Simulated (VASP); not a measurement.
# Mg3ZnTe4 in VASP: notebook, part 3 of 3

VASP 6.6.1. The steps go on from the part before.

### 4 Single point, PBE

Input file INCAR:

```
SYSTEM = Mg3ZnTe4
PREC     = Accurate       ! precision mode
ENCUT    = 520            ! plane-wave cutoff, eV
EDIFF    = 1E-6           ! SCF threshold, eV
ISMEAR   = 0              ! smearing method
SIGMA    = 0.02           ! smearing width, eV
LREAL    = .False.        ! projectors in reciprocal space
LASPH    = .True.         ! aspherical terms in the spheres
NELM     = 100            ! most SCF steps
ALGO     = Normal         ! electronic algorithm
ISIF     = 2              ! what is computed and relaxed
LWAVE    = .False.        ! write WAVECAR
LCHARG   = .True.         ! write CHGCAR
GGA      = PE             ! functional
LELF     = .True.         ! ELF
LVHAR    = .True.       
NBANDS   = 31             ! bands
```

Input file KPOINTS:

```
Automatic mesh
0
Gamma
  4 4 4
  0 0 0
```

Input file POSCAR:

```
Mg3ZnTe4
1.0
    6.4290019000      0.0000000000      0.0000000000
    0.0000000000      6.4290019000      0.0000000000
    0.0000000000      0.0000000000      6.4290019000
Mg Zn Te
3 1 4
Direct
    0.5000000000      0.0000000000      0.0000000000
    0.0000000000      0.0000000000      0.5000000000
    0.0000000000      0.5000000000      0.0000000000
    0.5000000000      0.5000000000      0.5000000000
    0.2572670000      0.7427330000      0.2572670000
    0.2572670000      0.2572670000      0.7427330000
    0.7427330000      0.7427330000      0.7427330000
    0.7427330000      0.2572670000      0.2572670000
```

Potentials or basis: VASP PAW PBE potentials, release 64 (Mg, Zn, Te).

Started as:

```bash
cat potpaw_PBE.64/Mg/POTCAR potpaw_PBE.64/Zn/POTCAR potpaw_PBE.64/Te/POTCAR > POTCAR
mpirun -np 1 vasp_std > vasp.out
```

OUTCAR:

```text
SYSTEM = Mg3ZnTe4
   PREC = Accurate
   ENCUT = 520
   EDIFF = 1E-6
   ISMEAR = 0
   LREAL = .False.
   LASPH = .True.
   NELM = 100
   ISIF = 2
   GGA = PE

 ion  position               nearest neighbor table
   1  0.500  0.000  0.000-   5 2.81   6 2.81   7 2.81   8 2.81
   2  0.000  0.000  0.500-   5 2.81   6 2.81   7 2.81   8 2.81
   3  0.000  0.500  0.000-   5 2.81   6 2.81   7 2.81   8 2.81
   4  0.500  0.500  0.500-   5 2.70   6 2.70   7 2.70   8 2.70
   5  0.257  0.743  0.257-   4 2.70   2 2.81   3 2.81   1 2.81
   6  0.257  0.257  0.743-   4 2.70   2 2.81   3 2.81   1 2.81
   7  0.743  0.743  0.743-   4 2.70   2 2.81   3 2.81   1 2.81
   8  0.743  0.257  0.257-   4 2.70   2 2.81   3 2.81   1 2.81

  LATTYP: Found a simple cubic cell.
 ALAT       =     6.4290019000

  Lattice vectors:

 A1 = (   6.4290019000,   0.0000000000,   0.0000000000)
 A2 = (   0.0000000000,   6.4290019000,   0.0000000000)
 A3 = (   0.0000000000,   0.0000000000,   6.4290019000)

Analysis of symmetry for initial positions (statically):
=====================================================================
 Subroutine PRICEL returns:
 Original cell was already a primitive cell.

 Routine SETGRP: Setting up the symmetry group for a
 simple cubic supercell.

 Subroutine GETGRP returns: Found 24 space group operations
 (whereof 24 operations were pure point group operations)
 out of a pool of 48 trial point group operations.

The static configuration has the point symmetry T_d .

Analysis of symmetry for dynamics (positions and initial velocities):
=====================================================================
 Subroutine PRICEL returns:
 Original cell was already a primitive cell.

 Routine SETGRP: Setting up the symmetry group for a
 simple cubic supercell.

 Subroutine GETGRP returns: Found 24 space group operations
 (whereof 24 operations were pure point group operations)
 out of a pool of 48 trial point group operations.

The dynamic configuration has the point symmetry T_d .

 Subroutine INISYM returns: Found 24 space group operations
 (whereof 24 operations are pure point group operations),
 and found     1 'primitive' translations

----------------------------------------------------------------------------------------

                                     Primitive cell

  volume of cell :     265.7239

  direct lattice vectors                    reciprocal lattice vectors
     6.429001900  0.000000000  0.000000000     0.155545140  0.000000000  0.000000000
     0.000000000  6.429001900  0.000000000     0.000000000  0.155545140  0.000000000
     0.000000000  0.000000000  6.429001900     0.000000000  0.000000000  0.155545140

  length of vectors
     6.429001900  6.429001900  6.429001900     0.155545140  0.155545140  0.155545140

  position of ions in fractional coordinates (direct lattice)
     0.500000000  0.000000000  0.000000000
     0.000000000  0.000000000  0.500000000
     0.000000000  0.500000000  0.000000000
     0.500000000  0.500000000  0.500000000
     0.257267000  0.742733000  0.257267000
     0.257267000  0.257267000  0.742733000
     0.742733000  0.742733000  0.742733000
     0.742733000  0.257267000  0.257267000

[... 43 lines left out ...]
  0.500000  0.250000  0.000000     12.000000
  0.500000  0.500000  0.000000      3.000000
  0.250000  0.250000  0.250000      8.000000
  0.500000  0.250000  0.250000     12.000000
  0.500000  0.500000  0.250000      6.000000
  0.500000  0.500000  0.500000      1.000000
   k-points           NKPTS =     10   k-points in BZ     NKDIM =     10   number of bands    NBANDS=     31
   number of dos      NEDOS =    301   number of ions     NIONS =      8
   total plane-waves  NPLWV = 110592
   dimension x,y,z NGX =    48 NGY =   48 NGZ =   48
   dimension x,y,z NGXF=    96 NGYF=   96 NGZF=   96
   ions per type =               3   1   4
   NGX,Y,Z   is equivalent  to a cutoff of  12.41, 12.41, 12.41 a.u.
   NGXF,Y,Z  is equivalent  to a cutoff of  24.82, 24.82, 24.82 a.u.
 SYSTEM =  Mg3ZnTe4
   PREC   = accura    normal or accurate (medium, high low for compatibility)
   ISTART =      0    job   : 0-new  1-cont  2-samecut
   ICHARG =      2    charge: 1-file 2-atom 10-const
   ISPIN  =      1    spin polarized calculation?
   LNONCOLLINEAR =      F non collinear calculations
   LSORBIT =      F    spin-orbit coupling
   LASPH  =      T    aspherical Exc in radial PAW
   ENCUT  =  520.0 eV  38.22 Ry    6.18 a.u.  11.95 11.95 11.95*2*pi/ulx,y,z
   NELM   =    100;   NELMIN=  2; NELMDL= -5     # of ELM steps
   EDIFF  = 0.1E-05   stopping-criterion for ELM
   LREAL  =      F    real-space projection
   EDIFFG = 0.1E-04   stopping-criterion for IOM
   NSW    =      0    number of steps for IOM
   IBRION =     -1    ionic relax: 0-MD 1-quasi-New 2-CG
   NFREE  =      0    steps in history (QN), initial steepest desc. (CG)
   ISIF   =      2    stress and relaxation
   ISYM   =      2    0-nonsym 1-usesym 2-fastsym
   POTIM  = 0.5000    time-step for ionic-motion
   TEBEG  =    0.0;   TEEND  =   0.0 temperature during run
   PSTRESS=    0.0 pullay stress
   NELECT =      42.0000    total number of electrons
   NUPDOWN=      -1.0000    fix difference up-down
   EMIN   =  10.00;   EMAX   =-10.00  energy-range for DOS
   EFERMI =   0.00;   METHOD = LEGACY
   ISMEAR =     0;   SIGMA  =   0.02  broadening in eV -4-tet -1-fermi 0-gaus
   EFERMI_NEDOS =   21; number of points for ismear=-14 and -15
   IALGO  =     38    algorithm
   IMIX   =      4    mixing-type and parameters
     AMIX     =   0.40;   BMIX     =  1.00
     AMIX_MAG =   1.60;   BMIX_MAG =  1.00
  volume/ion in A,a.u.               =      33.22       224.15
  Fermi-wavevector in a.u.,A,eV,Ry     =   0.885145  1.672681 10.659913  0.783482
  Thomas-Fermi vector in A             =   2.006139
   LORBIT       =      0    0 simple, 1 ext, 2 COOP (PROOUT), +10 PAW based schemes
   GGA     = PE    functional components
   LHFCALC =     F    Hartree Fock is set to
   AEXX    =    0.0000 exact exchange contribution
   IVDW    =     0    specifies the selected vdW correction
   LEPSILON=     F    determine dielectric tensor
   LRPA    =     F    only Hartree local field effects (RPA)
 non-spin polarized calculation
 Gauss-broadening in eV      SIGMA  =   0.02
  energy-cutoff  :      520.00
  volume of cell :      265.72
 maximum number of plane-waves:      7208
 NGX is ok and might be reduce to    48
   NGX = 23   NGY = 23   NGZ = 23

 number of electron      42.0000033 magnetization

 Free energy of the ion-electron system (eV)
  ---------------------------------------------------
  ext. energy  EPLUGINS =         0.00000000
  ---------------------------------------------------
  free energy    TOTEN  =       -24.30865129 eV

  energy without entropy =      -24.30865129  energy(sigma->0) =      -24.30865129

 E-fermi :   2.0801     XC(G=0):  -7.9941

 val. band max:        1.9824368538   @ k =   0.0000   0.0000   0.0000
 cond. band min:       3.7819707637   @ k =   0.0000   0.0000   0.0000
 fundamental gap:      1.7995339099
 Fermi energy:         2.0801071420

 k-point     1 :       0.0000    0.0000    0.0000
  band No.  band energies     occupation
      1      -8.4709      2.00000
      2      -7.6372      2.00000
      3      -7.6372      2.00000
      4      -7.6372      2.00000
      5      -4.1262      2.00000
      6      -4.1262      2.00000
[... 329 lines left out ...]
     30       7.4335      0.00000
     31       7.4335      0.00000

------------------------ aborting loop because EDIFF is reached ----------------------------------------

  FORCE on cell =-STRESS in cart. coord.  units (eV):
  Direction    XX          YY          ZZ          XY          YZ          ZX
  --------------------------------------------------------------------------------------
  -------------------------------------------------------------------------------------
  Total       -0.0017883     -0.0017883     -0.0017883     -0.0000000     -0.0000000     -0.0000000
  in kB       -0.0107824     -0.0107824     -0.0107824     -0.0000000     -0.0000000     -0.0000000
  external PRESSURE =      -0.0107824 kB  Pullay stress =       0.0000000 kB

 VOLUME and BASIS-vectors are now :
 -----------------------------------------------------------------------------
  energy-cutoff  :      520.00
  volume of cell :      265.72
      direct lattice vectors                 reciprocal lattice vectors
     6.429001900  0.000000000  0.000000000     0.155545140  0.000000000  0.000000000
     0.000000000  6.429001900  0.000000000     0.000000000  0.155545140  0.000000000
     0.000000000  0.000000000  6.429001900     0.000000000  0.000000000  0.155545140

 POSITION                                       TOTAL-FORCE (eV/Angst)
 -----------------------------------------------------------------------------------
      3.21450      0.00000      0.00000         0.000000      0.000000     -0.000000
      0.00000      0.00000      3.21450         0.000000      0.000000      0.000000
      0.00000      3.21450      0.00000         0.000000      0.000000      0.000000
      3.21450      3.21450      3.21450         0.000000      0.000000      0.000000
      1.65397      4.77503      1.65397        -0.003684      0.003684     -0.003684
      1.65397      1.65397      4.77503        -0.003684     -0.003684      0.003684
      4.77503      4.77503      4.77503         0.003684      0.003684      0.003684
      4.77503      1.65397      1.65397         0.003684     -0.003684     -0.003684
 -----------------------------------------------------------------------------------
    total drift:                               -0.000000     -0.000000     -0.000000

  FREE ENERGIE OF THE ION-ELECTRON SYSTEM (eV)
  ---------------------------------------------------
  free  energy   TOTEN  =       -24.3086512865 eV

  energy  without entropy=      -24.3086512865  energy(sigma->0) =      -24.30865129
```

Run time: 93 s. Hardware: 1 thread of Intel Xeon 6975P-C, shared host; peak memory 0.37 GiB.

What came out:

```yaml
Free_energy: -24.3087 eV
Pressure: 0.0 GPa
Largest_force: 0.006 eV/Å
Band_gap_on_the_k_mesh: 1.80 eV, direct
```

Forces on the atoms (eV/Å):
```
Mg   0.000  0.000  0.000
Mg   0.000  0.000  0.000
Mg   0.000  0.000  0.000
Zn   0.000  0.000  0.000
Te  -0.004  0.004 -0.004
Te  -0.004 -0.004  0.004
Te   0.004  0.004  0.004
Te   0.004 -0.004 -0.004
```

Caveat: spin-orbit coupling is left out, which moves the levels of the heavy elements. PBE gaps usually lie below the measured ones, often by a third to a half.

### 5 Relaxation of cell and atoms, PBE

Input file INCAR:

```
PREC     = Accurate       # precision mode
ENCUT    = 600            # plane-wave cutoff, eV
EDIFF    = 1E-6           # SCF threshold, eV
ISMEAR   = 0              # smearing method
SIGMA    = 0.02           # smearing width, eV
LREAL    = False          # projectors in reciprocal space
LASPH    = True           # aspherical terms in the spheres
NELM     = 100            # most SCF steps
ALGO     = Normal         # electronic algorithm
ISIF     = 3              # what is computed and relaxed
LWAVE    = False          # write WAVECAR
LCHARG   = False          # write CHGCAR
GGA      = PE             # functional
IBRION   = 2              # ionic algorithm
NSW      = 100            # ionic steps
EDIFFG   = -0.01          # ionic threshold
```

Input file KPOINTS:

```
regular mesh
0
Gamma
  4 4 4
```

POSCAR is that of step 4.

Started as:

```bash
cat potpaw_PBE.64/Mg/POTCAR potpaw_PBE.64/Zn/POTCAR potpaw_PBE.64/Te/POTCAR > POTCAR
mpirun -np 1 vasp_std > vasp.out
```

Wall time 2.5 min (1 thread of Intel Xeon 6975P-C, shared host); peak memory 0.45 GiB.

The run converged. Its results:

```yaml
Free_energy: -24.3087 eV
Pressure_after_relaxing: 0.0 GPa
Largest_force_after_relaxing: 0.007 eV/Å
Band_gap_on_the_k_mesh: 1.80 eV, direct
```

Forces on the atoms (eV/Å):
```
Mg   0.000  0.000  0.000
Mg   0.000  0.000  0.000
Mg   0.000  0.000  0.000
Zn   0.000  0.000  0.000
Te  -0.004  0.004 -0.004
Te  -0.004 -0.004  0.004
Te   0.004  0.004  0.004
Te   0.004 -0.004 -0.004
```

Final structure:
```
Mg Zn Te
1.0
     6.42900    0.00000    0.00000
     0.00000    6.42900    0.00000
     0.00000    0.00000    6.42900
Mg Zn Te
3 1 4
Direct
  0.50000 0.00000 0.00000
  0.00000 0.00000 0.50000
  0.00000 0.50000 0.00000
  0.50000 0.50000 0.50000
  0.25727 0.74273 0.25727
  0.25727 0.25727 0.74273
  0.74273 0.74273 0.74273
  0.74273 0.25727 0.25727
```

Levels at points of the mesh, in eV from the valence-band top:
```tsv
k point	band 17	band 18	band 19	band 20	band 21	band 22	band 23	band 24	band 25	band 26
(0.00, 0.00, 0.00)	-1.30	-1.30	0.00	0.00	0.00	1.80	2.78	2.78	2.78	2.97
(0.50, 0.00, 0.00)	-1.66	-0.88	-0.88	-0.65	-0.65	3.32	3.71	3.92	4.12	4.61
(0.50, 0.50, 0.00)	-1.50	-0.55	-0.55	-0.53	-0.49	3.33	3.97	4.26	4.26	5.58
(0.50, 0.50, 0.50)	-0.52	-0.52	-0.52	-0.44	-0.44	1.93	3.11	3.11	3.11	5.21
```

Caveat: the relaxation stopped at its first step, so nothing moved; spin-orbit coupling is left out, which moves the levels of the heavy elements. A k mesh can miss the band edges.

### 6 Summary

```csv
task,cell,k mesh,cutoff (eV),smearing,gap on the mesh (eV),pressure (GPa),largest force (eV/Å)
single point,"a = 6.429 Å, 8 atoms",2 × 2 × 2,520,gaussian 0.1 eV,1.79,0.1,-
single point,"a = 6.435, b = 6.427, c = 6.431 Å, angles 89.9, 89.9, 90.1°, 8 atoms",2 × 2 × 2,520,gaussian 0.1 eV,1.78,0.1,0.04
single point,"a = 6.429 Å, 8 atoms",4 × 4 × 4,520,gaussian 0.02 eV,1.80,0.0,0.01
relaxation of cell and atoms,"relaxed from a = 6.429 Å, 8 atoms",4 × 4 × 4,600,gaussian 0.02 eV,1.80,0.0,0.01
```

Alike in all rows: level PBE; potentials or basis VASP PAW PBE potentials, release 64 (Mg, Zn, Te); no spin polarisation.

Caveats: some runs use coarse meshes; spin-orbit coupling is left out, which moves the levels of the heavy elements; the relaxation stopped at its first step, so nothing moved (some runs).

Total energies depend on the potentials used, so only differences within one code and one set of settings carry meaning.
